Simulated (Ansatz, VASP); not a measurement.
## Two plane-wave programs on Be2SbCl

```
CELL_PARAMETERS angstrom
2.33164 -2.60297 0.00000
2.33164 2.60297 0.00000
0.00000 0.00000 6.64970
ATOMIC_POSITIONS crystal
Be 0.50000 0.50000 0.65239
Be 0.50000 0.50000 0.34761
Sb 0.50000 0.50000 0.00000
Cl 0.00000 0.00000 0.50000
```

Alike in both runs: functional PBE; k mesh 4 × 4 × 4; occupations gaussian, width 0.1 eV; no spin polarisation.

Ansatz relaxed the structure, and its values are those at the end. VASP's run is a single point on that final structure, the one shown.

|  | VASP | Ansatz |
| --- | --- | --- |
| version | VASP 6.6.1 | Ansatz 0.2.0 |
| potentials or method | VASP PAW PBE potentials, release 64 (Be, Sb, Cl), cutoff 520 eV | scalar-relativistic, plane waves, PAW |
| valence electrons in the cell | 16 | 26 |

VASP gave:

```
gap on the k mesh at the Fermi level (eV) : none
pressure (GPa)                            : 0.1
rms of the force components (eV/Å)        : 0.014
```

Task: Estimate Ansatz's values.

Result: gap on the k mesh at the Fermi level (eV): none; pressure (GPa): 0.0; rms of the force components (eV/Å): 0.000.

A gap of «none» marks a metal or a gap that the smearing closes. With one functional, cell and mesh, what is left measures potentials, basis and numerics. VASP's potentials hold 16 valence electrons a cell and Ansatz's 26, so a difference there can come from the potentials and not from the codes.

The k mesh is coarse, so the values compare programs but aren't converged. Spin-orbit coupling is off throughout.
